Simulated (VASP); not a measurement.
# Mg (P6_3/mmc) in VASP: further runs

Runs on Mg. Level: PBE. Tasks: single point.

Everything below comes from runs of VASP 6.6.1. Logs are shortened: lines on timing, memory, paths and dates and some standing lists are left out, and cuts for length are marked.

## (1) The cell of the first run

The structure is hexagonal, space group P6_3/mmc (No. 194). The conventional cell has a = 3.253 Å, b = 3.253 Å, c = 5.070 Å, α = 90.00°, β = 90.00°, γ = 120.00°. Mg (site symmetry -6m2) has 12 Mg at 3.16 to 3.25 Å within 4.2 Å.

## (2) Single point, PBE

Input file INCAR:

```
SYSTEM = Mg
ALGO = Normal
EDIFF = 1E-6
ENCUT = 520
GGA = PE
ISIF = 2
ISMEAR = 0
LASPH = .TRUE.
LCHARG = .FALSE.
LREAL = .FALSE.
LWAVE = .FALSE.
NBANDS = 9
NELM = 100
PREC = Accurate
SIGMA = 0.15
```

Input file KPOINTS:

```
k-points
0
G
  18 18 10
  0 0 0
```

Input file POSCAR:

```
Mg
1.0
    3.2532396199      0.0000000000      0.0000000000
   -1.6266198099      2.8173881554      0.0000000000
    0.0000000000      0.0000000000      5.0704447238
Mg
2
Direct
    0.3333333333      0.6666666667      0.2500000000
    0.6666666667      0.3333333333      0.7500000000
```

Potentials or basis: VASP PAW PBE potentials, release 64 (Mg).

Run with:

```bash
cat potpaw_PBE.64/Mg/POTCAR > POTCAR
mpirun -np 1 vasp_std > vasp.out
```

OUTCAR:

```text
SYSTEM = Mg
   EDIFF = 1E-6
   ENCUT = 520
   GGA = PE
   ISIF = 2
   ISMEAR = 0
   LASPH = .TRUE.
   LREAL = .FALSE.
   NELM = 100
   PREC = Accurate

 ion  position               nearest neighbor table
   1  0.333  0.667  0.250-   2 3.16   2 3.16   2 3.16   2 3.16   2 3.16   2 3.16
   2  0.667  0.333  0.750-   1 3.16   1 3.16   1 3.16   1 3.16   1 3.16   1 3.16

  LATTYP: Found a hexagonal cell.
 ALAT       =     3.2532396199
 C/A-ratio  =     1.5585832328

  Lattice vectors:

 A1 = (   3.2532396199,   0.0000000000,   0.0000000000)
 A2 = (  -1.6266198099,   2.8173881554,   0.0000000000)
 A3 = (   0.0000000000,   0.0000000000,   5.0704447238)

Analysis of symmetry for initial positions (statically):
=====================================================================
 Subroutine PRICEL returns:
 Original cell was already a primitive cell.

 Routine SETGRP: Setting up the symmetry group for a
 hexagonal supercell.

 Subroutine GETGRP returns: Found 24 space group operations
 (whereof 12 operations were pure point group operations)
 out of a pool of 24 trial point group operations.

The static configuration has the point symmetry D_3d.
 The point group associated with its full space group is D_6h.

Analysis of symmetry for dynamics (positions and initial velocities):
=====================================================================
 Subroutine PRICEL returns:
 Original cell was already a primitive cell.

 Routine SETGRP: Setting up the symmetry group for a
 hexagonal supercell.

 Subroutine GETGRP returns: Found 24 space group operations
 (whereof 12 operations were pure point group operations)
 out of a pool of 24 trial point group operations.

The dynamic configuration has the point symmetry D_3d.
 The point group associated with its full space group is D_6h.

 Subroutine INISYM returns: Found 24 space group operations
 (whereof 12 operations are pure point group operations),
 and found     1 'primitive' translations

----------------------------------------------------------------------------------------

                                     Primitive cell

  volume of cell :      46.4739

  direct lattice vectors                    reciprocal lattice vectors
     3.253239620  0.000000000  0.000000000     0.307385904  0.177469334  0.000000000
    -1.626619810  2.817388155  0.000000000     0.000000000  0.354938668  0.000000000
     0.000000000  0.000000000  5.070444724     0.000000000  0.000000000  0.197221359

  length of vectors
     3.253239620  3.253239620  5.070444724     0.354938668  0.354938668  0.197221359

  position of ions in fractional coordinates (direct lattice)
     0.333333333  0.666666667  0.250000000
     0.666666667  0.333333333  0.750000000

  ion indices of the primitive-cell ions
   primitive index   ion index
                 1           1
                 2           2

----------------------------------------------------------------------------------------

 KPOINTS: k-points

Automatic generation of k-mesh.
 Grid dimensions read from file:
 generate k-points for:   18   18   10

 Generating k-lattice:

  Cartesian coordinates                     Fractional coordinates (reciprocal lattice)
     0.017076995  0.009859407  0.000000000     0.055555556  0.000000000  0.000000000
     0.000000000  0.019718815  0.000000000     0.000000000  0.055555556  0.000000000
     0.000000000  0.000000000  0.019722136     0.000000000  0.000000000  0.100000000

  Length of vectors
     0.019718815  0.019718815  0.019722136

  Shift w.r.t. Gamma in fractional coordinates (k-lattice)
     0.000000000  0.000000000  0.000000000

 Subroutine IBZKPT returns following result:
 ===========================================

 Found    222 irreducible k-points:

 Following reciprocal coordinates:
            Coordinates               Weight
  0.000000  0.000000  0.000000      1.000000
  0.055556  0.000000  0.000000      6.000000
  0.111111  0.000000  0.000000      6.000000
  0.166667  0.000000  0.000000      6.000000
  0.222222 -0.000000  0.000000      6.000000
  0.277778  0.000000  0.000000      6.000000
[... 16 lines left out ...]
  0.333333  0.111111  0.000000     12.000000
  0.388889  0.111111  0.000000     12.000000
 [... further k-points ...]
   k-points           NKPTS =    222   k-points in BZ     NKDIM =    222   number of bands    NBANDS=      9
   number of dos      NEDOS =    301   number of ions     NIONS =      2
   total plane-waves  NPLWV =  23040
   dimension x,y,z NGX =    24 NGY =   24 NGZ =   40
   dimension x,y,z NGXF=    48 NGYF=   48 NGZF=   80
   ions per type =               2
   NGX,Y,Z   is equivalent  to a cutoff of  12.26, 12.26, 13.11 a.u.
   NGXF,Y,Z  is equivalent  to a cutoff of  24.53, 24.53, 26.23 a.u.
 SYSTEM =  Mg
   PREC   = accura    normal or accurate (medium, high low for compatibility)
   ISTART =      0    job   : 0-new  1-cont  2-samecut
   ICHARG =      2    charge: 1-file 2-atom 10-const
   ISPIN  =      1    spin polarized calculation?
   LNONCOLLINEAR =      F non collinear calculations
   LSORBIT =      F    spin-orbit coupling
   LASPH  =      T    aspherical Exc in radial PAW
   ENCUT  =  520.0 eV  38.22 Ry    6.18 a.u.   6.05  6.05  9.43*2*pi/ulx,y,z
   NELM   =    100;   NELMIN=  2; NELMDL= -5     # of ELM steps
   EDIFF  = 0.1E-05   stopping-criterion for ELM
   LREAL  =      F    real-space projection
   EDIFFG = 0.1E-04   stopping-criterion for IOM
   NSW    =      0    number of steps for IOM
   IBRION =     -1    ionic relax: 0-MD 1-quasi-New 2-CG
   NFREE  =      0    steps in history (QN), initial steepest desc. (CG)
   ISIF   =      2    stress and relaxation
   ISYM   =      2    0-nonsym 1-usesym 2-fastsym
   POTIM  = 0.5000    time-step for ionic-motion
   TEBEG  =    0.0;   TEEND  =   0.0 temperature during run
   PSTRESS=    0.0 pullay stress
   NELECT =       4.0000    total number of electrons
   NUPDOWN=      -1.0000    fix difference up-down
   EMIN   =  10.00;   EMAX   =-10.00  energy-range for DOS
   EFERMI =   0.00;   METHOD = LEGACY
   ISMEAR =     0;   SIGMA  =   0.15  broadening in eV -4-tet -1-fermi 0-gaus
   EFERMI_NEDOS =   21; number of points for ismear=-14 and -15
   IALGO  =     38    algorithm
   IMIX   =      4    mixing-type and parameters
     AMIX     =   0.40;   BMIX     =  1.00
     AMIX_MAG =   1.60;   BMIX_MAG =  1.00
  volume/ion in A,a.u.               =      23.24       156.81
  Fermi-wavevector in a.u.,A,eV,Ry     =   0.722812  1.365916  7.108458  0.522457
  Thomas-Fermi vector in A             =   1.812869
   LORBIT       =      0    0 simple, 1 ext, 2 COOP (PROOUT), +10 PAW based schemes
   GGA     = PE    functional components
   LHFCALC =     F    Hartree Fock is set to
   AEXX    =    0.0000 exact exchange contribution
   IVDW    =     0    specifies the selected vdW correction
   LEPSILON=     F    determine dielectric tensor
   LRPA    =     F    only Hartree local field effects (RPA)
 non-spin polarized calculation
 Gauss-broadening in eV      SIGMA  =   0.15
  energy-cutoff  :      520.00
  volume of cell :       46.47
 maximum number of plane-waves:      1278
   NGX = 13   NGY = 13   NGZ = 19

 number of electron       4.0000000 magnetization

 Free energy of the ion-electron system (eV)
  ---------------------------------------------------
  ext. energy  EPLUGINS =         0.00000000
  ---------------------------------------------------
  free energy    TOTEN  =        -3.01086767 eV

  energy without entropy =       -3.00177333  energy(sigma->0) =       -3.00632050

 E-fermi :   2.5832     XC(G=0):  -8.4528

 val. band max:        2.5713044704   @ k =   0.3889   0.1111   0.4000
 cond. band min:       2.5923924181   @ k =   0.2222  -0.0000   0.0000
 fundamental gap:      0.0210879477
 Fermi energy:         2.5831982602

 k-point     1 :       0.0000    0.0000    0.0000
  band No.  band energies     occupation
      1      -4.3095      2.00000
      2       1.1244      2.00000
      3       1.7089      2.00000
      4      13.0043      0.00000
      5      13.0043      0.00000
      6      13.0139      0.00000
      7      13.0139      0.00000
      8      14.4076      0.00000
      9      15.4455      0.00000

 k-point     2 :       0.0556    0.0000    0.0000
  band No.  band energies     occupation
      1      -4.2508      2.00000
      2       1.1779      2.00000
      3       1.7657      2.00000
      4      11.6052      0.00000
      5      12.1645      0.00000
      6      12.9995      0.00000
      7      13.9468      0.00000
      8      15.1452      0.00000
      9      16.1059      0.00000

 k-point     3 :       0.1111    0.0000    0.0000
  band No.  band energies     occupation
      1      -4.0751      2.00000
      2       1.3382      2.00000
      3       1.9352      2.00000
      4       9.9536      0.00000
      5      11.4185      0.00000
      6      12.2995      0.00000
      7      14.7710      0.00000
      8      14.9485      0.00000
      9      15.4335      0.00000

 k-point     4 :       0.1667    0.0000    0.0000
  band No.  band energies     occupation
      1      -3.7828      2.00000
      2       1.6055      2.00000
      3       2.2137      1.99950
      4       8.3379      0.00000
      5      10.7726      0.00000
      6      11.5340      0.00000
      7      13.1899      0.00000
      8      14.3162      0.00000
      9      15.5019      0.00000
[... 205 lines left out ...]
 k-point    22 :       0.2778    0.1111    0.0000
  band No.  band energies     occupation
      1      -2.0476      2.00000
      2       3.2114      0.00000
      3       3.4341      0.00000
      4       4.5433      0.00000
      5       7.0358      0.00000
      6       9.0327      0.00000
      7      10.0799      0.00000
      8      12.0081      0.00000
      9      12.9964      0.00000

 k-point    23 :       0.3333    0.1111    0.0000
  band No.  band energies     occupation
      1      -1.3054      2.00000
      2       2.6311      0.65138
      3       3.9068      0.00000
      4       4.7502      0.00000
      5       6.7337      0.00000
      6       7.8041      0.00000
      7       9.0165      0.00000
      8      11.7250      0.00000
      9      12.7645      0.00000

 k-point    24 :       0.3889    0.1111    0.0000
  band No.  band energies     occupation
      1      -0.4569      2.00000
      2       1.5357      2.00000
      3       4.7034      0.00000
      4       5.3764      0.00000
      5       6.4810      0.00000
      6       6.6854      0.00000
      7       8.1535      0.00000
      8      11.5564      0.00000
      9      12.6228      0.00000

 [... further k-points ...]

------------------------ aborting loop because EDIFF is reached ----------------------------------------

  FORCE on cell =-STRESS in cart. coord.  units (eV):
  Direction    XX          YY          ZZ          XY          YZ          ZX
  --------------------------------------------------------------------------------------
  -------------------------------------------------------------------------------------
  Total       -0.2968498     -0.2968498      0.1528674     -0.0000000     -0.0000000      0.0000000
  in kB      -10.2338380    -10.2338380      5.2700748     -0.0000000     -0.0000000      0.0000000
  external PRESSURE =      -5.0658671 kB  Pullay stress =       0.0000000 kB

 VOLUME and BASIS-vectors are now :
 -----------------------------------------------------------------------------
  energy-cutoff  :      520.00
  volume of cell :       46.47
      direct lattice vectors                 reciprocal lattice vectors
     3.253239620  0.000000000  0.000000000     0.307385904  0.177469334  0.000000000
    -1.626619810  2.817388155  0.000000000     0.000000000  0.354938668  0.000000000
     0.000000000  0.000000000  5.070444724     0.000000000  0.000000000  0.197221359

 POSITION                                       TOTAL-FORCE (eV/Angst)
 -----------------------------------------------------------------------------------
     -0.00000      1.87826      1.26761         0.000000     -0.000000      0.000000
      1.62662      0.93913      3.80283        -0.000000      0.000000      0.000000
 -----------------------------------------------------------------------------------
    total drift:                                0.000000     -0.000000      0.000000

  FREE ENERGIE OF THE ION-ELECTRON SYSTEM (eV)
  ---------------------------------------------------
  free  energy   TOTEN  =        -3.0108676747 eV

  energy  without entropy=       -3.0017733295  energy(sigma->0) =       -3.00632050
```

Wall time 24 s (1 thread of Intel Xeon Platinum 8488C (Sapphire Rapids), shared host); peak memory 0.22 GiB.

Results:

```yaml
Free_energy: -3.0109 eV
Pressure: -0.5 GPa
Band_gap_on_the_k_mesh: zero (band 2 reaches 3.69 eV, above the bottom of band 3 at 1.71 eV)
```

Stress tensor (GPa, compression positive):
```
-1.02  0.00  0.00
 0.00 -1.02  0.00
 0.00  0.00  0.53
```

Levels at points of the mesh, in eV from the Fermi level:
```csv
k point,band 1,band 2,band 3,band 4,band 5,band 6,band 7
"(0.00, 0.00, 0.00)",-6.89,-1.46,-0.87,10.42,10.42,10.43,10.43
"(0.50, 0.00, 0.00)",-2.28,-2.23,2.69,3.10,3.52,3.81,6.41
"(0.00, 0.00, 0.50)",-5.44,-5.44,5.61,5.61,11.21,11.21,11.21
"(0.50, 0.00, 0.50)",-1.14,-1.14,-0.52,-0.52,7.64,7.64,7.97
```

## (3) Single point, PBE

This run uses another cell than the first one, of the same volume but with other edges.

Input file INCAR:

```
PREC = Accurate
ENCUT = 520
EDIFF = 1E-7
ISMEAR = 0
SIGMA = 0.15
LREAL = False
LASPH = True
NELM = 100
ALGO = Normal
ISIF = 2
LWAVE = False
LCHARG = False
GGA = PE
NBANDS = 9
```

Input file KPOINTS:

```
Automatic mesh
0
Gamma
  18 18 10
```

Input file POSCAR:

```
Mg
1.0
    3.1575000353      0.0000000000      0.0000000000
   -1.5787500176      2.7344752430      0.0000000000
    0.0000000000      0.0000000000      5.3825916074
Mg
2
Direct
    0.3333333333      0.6666666667      0.2500000000
    0.6666666667      0.3333333333      0.7500000000
```

Potentials or basis: VASP PAW PBE potentials, release 64 (Mg).

Run with:

```bash
cat potpaw_PBE.64/Mg/POTCAR > POTCAR
mpirun -np 1 vasp_std > vasp.out
```

Run time: 27 s. Hardware: 1 thread of Intel Xeon Platinum 8488C (Sapphire Rapids), shared host; peak memory 0.22 GiB.

The run converged. Its results:

* Free energy: -3.0047 eV
* Pressure: -0.4 GPa
* Band gap on the k mesh: zero (band 2 reaches 3.43 eV, above the bottom of band 3 at 0.88 eV)

Stress tensor (GPa, compression positive):
```
 0.33  0.00  0.00
 0.00  0.33  0.00
 0.00  0.00 -1.94
```

Levels at points of the mesh, in eV from the Fermi level:
```tsv
k point	band 1	band 2	band 3	band 4	band 5
(0.00, 0.00, 0.00)	-6.87	-1.89	-1.68	11.30	11.39
(0.50, 0.00, 0.00)	-1.99	-1.93	2.61	2.93	2.94
(0.00, 0.00, 0.50)	-5.58	-5.58	4.29	4.29	12.09
(0.50, 0.00, 0.50)	-1.02	-1.02	-0.35	-0.35	7.92
```

## (4) Single point, PBE

This run uses another cell than the first one, of the same volume but with other edges.

Input file INCAR:

```
  ALGO = Fast
  EDIFF = 1E-6
  ENCUT = 520
  GGA = PE
  ISIF = 2
  ISMEAR = 0
  LASPH = True
  LCHARG = False
  LREAL = False
  LWAVE = False
  NBANDS = 9
  NELM = 80
  PREC = Accurate
  SIGMA = 0.15
```

Input file KPOINTS:

```
k-points
0
Gamma
  18 18 10
```

Input file POSCAR:

```
Mg
1.0
    3.4570829597      0.0000000000      0.0000000000
   -1.7285414798      2.9939216661      0.0000000000
    0.0000000000      0.0000000000      4.4901262794
Mg
2
Direct
    0.3333333333      0.6666666667      0.2500000000
    0.6666666667      0.3333333333      0.7500000000
```

Run with:

```bash
cat potpaw_PBE.64/Mg/POTCAR > POTCAR
mpirun -np 1 vasp_std > vasp.out
```

Run time: 40 s. Hardware: 1 thread of Intel Xeon Platinum 8488C (Sapphire Rapids), shared host; peak memory 0.22 GiB.

Results (log left out):

- Free energy: -2.8126 eV
- Pressure: 1.0 GPa
- Band gap on the k mesh: zero (band 2 reaches 3.68 eV, above the bottom of band 3 at 1.38 eV)

Stress tensor (GPa, compression positive):
```
-1.78  0.00  0.00
 0.00 -1.78  0.00
 0.00  0.00  6.50
```

Levels at points of the mesh, in eV from the Fermi level:
```tsv
k point	band 1	band 2	band 3	band 4	band 5	band 6
(0.00, 0.00, 0.00)	-6.87	-0.17	0.92	8.21	8.21	8.65
(0.50, 0.00, 0.00)	-2.89	-2.62	3.34	3.88	4.31	4.79
(0.00, 0.00, 0.50)	-5.02	-5.02	8.72	8.72	9.55	9.55
(0.50, 0.00, 0.50)	-1.28	-1.28	-0.63	-0.63	6.37	6.37
```

## (5) Single point, PBE

This run uses another cell than the first one, of the same volume but with other edges.

Input file INCAR:

```
SYSTEM = Mg
PREC = Accurate
ENCUT = 520
EDIFF = 1E-6
ISMEAR = 0
SIGMA = 0.15
LREAL = .FALSE.
LASPH = .TRUE.
NELM = 80
ALGO = Fast
ISIF = 2
LWAVE = .FALSE.
LCHARG = .TRUE.
GGA = PE
LELF = .TRUE.
LVHAR = .TRUE.
NBANDS = 9
```

Input file KPOINTS:

```
regular mesh
0
G
  18 18 10
  0 0 0
```

Input file POSCAR:

```
Mg
1.0
    2.9405281840      0.0000000000      0.0000000000
   -1.4702640920      2.5465721079      0.0000000000
    0.0000000000      0.0000000000      6.2062242710
Mg
2
Direct
    0.3333333333      0.6666666667      0.2500000000
    0.6666666667      0.3333333333      0.7500000000
```

Run with:

```bash
cat potpaw_PBE.64/Mg/POTCAR > POTCAR
mpirun -np 1 vasp_std > vasp.out
```

Wall time 28 s (1 thread of Intel Xeon Platinum 8488C (Sapphire Rapids), shared host); peak memory 0.22 GiB.

It converged, with:

```
Free energy            : -2.7121 eV
Pressure               : 2.8 GPa
Band gap on the k mesh : zero (band 2 reaches 3.59 eV, above the bottom of band 3 at -0.05 eV)
```

Stress tensor (GPa, compression positive):
```
 7.12  0.00  0.00
 0.00  7.12  0.00
 0.00  0.00 -5.73
```

Levels at points of the mesh, in eV from the Fermi level:
| k point | band 1 | band 2 | band 3 | band 4 | band 5 |
| --- | --- | --- | --- | --- | --- |
| (0.00, 0.00, 0.00) | -6.76 | -3.33 | -2.47 | 7.94 | 8.01 |
| (0.50, 0.00, 0.00) | -1.32 | -1.02 | 1.94 | 2.75 | 2.91 |
| (0.00, 0.00, 0.50) | -5.79 | -5.79 | 1.76 | 1.76 | 14.21 |
| (0.50, 0.00, 0.50) | -0.64 | -0.64 | 0.30 | 0.30 | 6.93 |

## (6) Summary

| cell | gap on the mesh (eV) | pressure (GPa) |
| --- | --- | --- |
| a = 3.253, b = 3.253, c = 5.070 Å, angles 90.0, 90.0, 120.0°, 2 atoms | none | -0.5 |
| a = 3.158, b = 3.158, c = 5.383 Å, angles 90.0, 90.0, 120.0°, 2 atoms | none | -0.4 |
| a = 3.457, b = 3.457, c = 4.490 Å, angles 90.0, 90.0, 120.0°, 2 atoms | none | 1.0 |
| a = 2.941, b = 2.941, c = 6.206 Å, angles 90.0, 90.0, 120.0°, 2 atoms | none | 2.8 |

Alike in all rows: task single point; level PBE; potentials or basis VASP PAW PBE potentials, release 64 (Mg); no spin polarisation; k mesh 18 × 18 × 10; cutoff (eV) 520; smearing gaussian 0.15 eV.

Absolute energies hang on the potentials; compare differences alone.
